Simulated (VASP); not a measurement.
Write the native input for VASP 6.6.1 that does the following.

```
Task                   : single point
Functional             : r2SCAN
Potentials or basis    : VASP PAW PBE potentials, release 64 (Mg_sv, C)
Cutoff                 : 660 eV
k mesh                 : 8 × 8 × 6
Occupations            : gaussian, width 0.05 eV
Spin                   : no spin polarisation
Dipole correction      : no
Further INCAR settings : ALGO = Normal; EDIFF = 1e-06; NBANDS = 24
```

Crystal: Mg2C3.

```xyz
5
Lattice="2.3870 -2.3394 -0.0063 2.3870 2.3394 -0.0063 -1.2254 0.0000 4.8584" Properties=species:S:1:pos:R:3 pbc="T T T"
Mg    3.6154    0.0000    0.9538
Mg   -0.0667    0.0000    3.8919
C     1.1479    0.0000    1.2956
C     2.4170    0.0000    3.5793
C     1.7743    0.0000    2.4229
```

This cell differs from its parent crystal: atom 3 (C) moved +0.033 Å towards its neighbour atom 5 (C) at 1.323 Å.

One way to write it, as run:

POSCAR

```
Mg2C3
1.0
    2.3870223790     -2.3394118729     -0.0063441741
    2.3870223790      2.3394118729     -0.0063441741
   -1.2253611782      0.0000000000      4.8584158892
Mg C
2 3
Direct
    0.8082382625      0.8082382625      0.1984312469
    0.1917617375      0.1917617375      0.8015687531
    0.3090982514      0.3090982514      0.2674686242
    0.6958309255      0.6958309255      0.7385354501
    0.5000000000      0.5000000000      0.5000000000
```

INCAR.step1

```
SYSTEM = Mg2C3
  PREC = Accurate
  ENCUT = 660
  ISMEAR = 0
  SIGMA = 0.05
  LREAL = .FALSE.
  LASPH = .TRUE.
  NELM = 120
  NBANDS = 24
  GGA = PE
  ALGO = Normal
  EDIFF = 1E-5
  LWAVE = .TRUE.
  LCHARG = .FALSE.
  GGA_COMPAT = .FALSE.
```

INCAR.step2

```
SYSTEM = Mg2C3
  PREC = Accurate
  ENCUT = 660
  EDIFF = 1E-6
  ISMEAR = 0
  SIGMA = 0.05
  LREAL = .FALSE.
  LASPH = .TRUE.
  NELM = 120
  ALGO = Normal
  ISIF = 2
  LWAVE = .FALSE.
  LCHARG = .FALSE.
  METAGGA = R2SCAN
  LMIXTAU = .TRUE.
  NBANDS = 24
  ISTART = 1
  GGA_COMPAT = .FALSE.
```

KPOINTS

```
Automatic mesh
0
G
  8 8 6
  0 0 0
```

Potentials or basis: VASP PAW PBE potentials, release 64 (Mg_sv, C).

Launch:

```bash
$ cat potpaw_PBE.64/Mg_sv/POTCAR potpaw_PBE.64/C/POTCAR > POTCAR
$ cp INCAR.step1 INCAR
$ mpirun -np 1 vasp_std > vasp.out
$ cp INCAR.step2 INCAR
$ mpirun -np 1 vasp_std > vasp.out
```

It gave:

The pressure is 1.8 GPa, the largest force is 2.109 eV/Å and the band gap on the k mesh is 1.93 eV (least direct gap 2.70 eV).

Caveat: the cell differs from its parent crystal (atom 3 (C) moved +0.033 Å towards its neighbour atom 5 (C) at 1.323 Å); the PAW data sets were made with another functional, which shifts forces and pressure a little.

Run time: 3.8 min on 1 thread of Intel(R) Xeon(R) 6975P-C (Granite Rapids), with other jobs on the host, peak memory 0.3 GiB.
